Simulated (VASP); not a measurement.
Runs of VASP 6.6.1 on Rh. The structure is that of space group Fm-3m (No. 225), or close to it. The cells are those of the table. 

| task | cell | k mesh | smearing | gap on the mesh (eV) | pressure (GPa) | relaxed volume (Å³/atom) |
| --- | --- | --- | --- | --- | --- | --- |
| single point | a = 2.655 Å, angles 60.0°, 1 atom | 14 × 14 × 14 | gaussian 0.1 eV | none | 0.9 | - |
| relaxation of cell and atoms | relaxed from a = 2.691 Å, angles 60.0°, 1 atom | 8 × 8 × 8 | gaussian 0.1 eV | none | -0.4 | 13.32 |
| single point | a = 2.657 Å, angles 60.0°, 1 atom | 8 × 8 × 8 | gaussian 0.1 eV | none | (b) | - |
| single point | a = 2.657 Å, angles 60.0°, 1 atom | 16 × 16 × 16 | fermi-dirac 0.15 eV | none | 0.9 | - |
| single point | a = 2.691 Å, angles 60.0°, 1 atom | 8 × 8 × 8 | gaussian 0.1 eV | none | -10.1 | - |
| relaxation of cell and atoms | relaxed from a = 2.655 Å, angles 60.0°, 1 atom | 16 × 16 × 16 | fermi-dirac 0.15 eV | none | 0.0 | (a) |
| relaxation of cell and atoms | relaxed from a = 2.657 Å, angles 60.0°, 1 atom | 14 × 14 × 14 | gaussian 0.1 eV | none | 0.0 | 13.26 |

Alike in all rows: level LDA; potentials or basis VASP PAW LDA potentials, release 64 (Rh_pv); no spin polarisation; cutoff (eV) 500.

Problem. Fill in the values left out.

Solution. (a) 13.30; (b) 0.8.

Caveats: some runs use coarse meshes; the cell stands under tension (at least some runs).

A k mesh can miss the band edges, and the runs leave out spin-orbit coupling on Rh.

A gap of «none» marks levels without a gap at the run's occupations.
